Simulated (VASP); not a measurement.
Zn: relaxation of cell and atoms with PBE

The system is Zn.

```
Zn
1.0
     0.00000    2.71000    2.71000
     2.71000    0.00000    2.71000
     2.71000    2.71000    0.00000
Zn
2
Direct
  0.00000 0.00000 0.00000
  0.25000 0.25000 0.25000
```

This isn't the form of Zn at room conditions, which is hcp.

| Property | Result |
| --- | --- |
| Program | VASP 6.6.1 |
| Task | relaxation of cell and atoms |
| Functional | PBE |
| Potentials or basis | VASP PAW PBE potentials, release 64 (Zn) |
| Cutoff | 500 eV |
| k mesh | 13 × 13 × 13 |
| Occupations | methfessel-paxton, width 0.1 eV |
| Spin | no spin polarisation |
| Dipole correction | no |
| Further INCAR settings | ALGO = Normal; EDIFF = 1e-07; IBRION = 2; EDIFFG = -0.03; NSW = 80; ISIF = 3 |

| Quantity | Value |
| --- | --- |
| Relaxed volume | 24.57 Å³/atom |
| Relaxed cell | a = 4.112 Å, b = 4.112 Å, c = 4.112 Å, α = 60.00°, β = 60.00°, γ = 60.00° |
| Space group after relaxing (to 0.1 Å) | Fd-3m (No. 227) |
| Energy gained by relaxing | 121.0 meV/atom |
| Ionic steps | 4 |
| Pressure after relaxing | 0.0 GPa |
| Band gap on the k mesh | zero (bands 12 and 13 overlap by 5.84 eV) |

The path:
| step | energy change (eV) | largest force (eV/Å) | pressure (GPa) | volume (Å³) |
| --- | --- | --- | --- | --- |
| 1 | 0.0000 | 0.0000 | 10.34 | 39.81 |
| 2 | -0.2380 | 0.0000 | 0.93 | 47.67 |
| 3 | -0.2418 | 0.0000 | -0.22 | 49.52 |
| 4 | -0.2421 | 0.0000 | -0.01 | 49.15 |

Final structure:
```
Zn
1.0
     0.00000    2.90730    2.90730
     2.90730    0.00000    2.90730
     2.90730    2.90730    0.00000
Zn
2
Direct
  0.00000 0.00000 0.00000
  0.25000 0.25000 0.25000
```

Levels at points of the mesh, in eV from the Fermi level:
```
           k point  band 8  band 9  band 10  band 11  band 12  band 13  band 14  band 15  band 16
(0.00, 0.00, 0.00)   -6.94   -6.94    -6.74    -6.74     5.21     5.21     5.21     6.69     6.69
```

It took 2 min on 1 thread of Intel(R) Xeon(R) 6975P-C (Granite Rapids), with other jobs on the host, peak memory 0.18 GiB.

Caveat: the volume moved by over 15 % at a fixed basis, so the end points are rough.
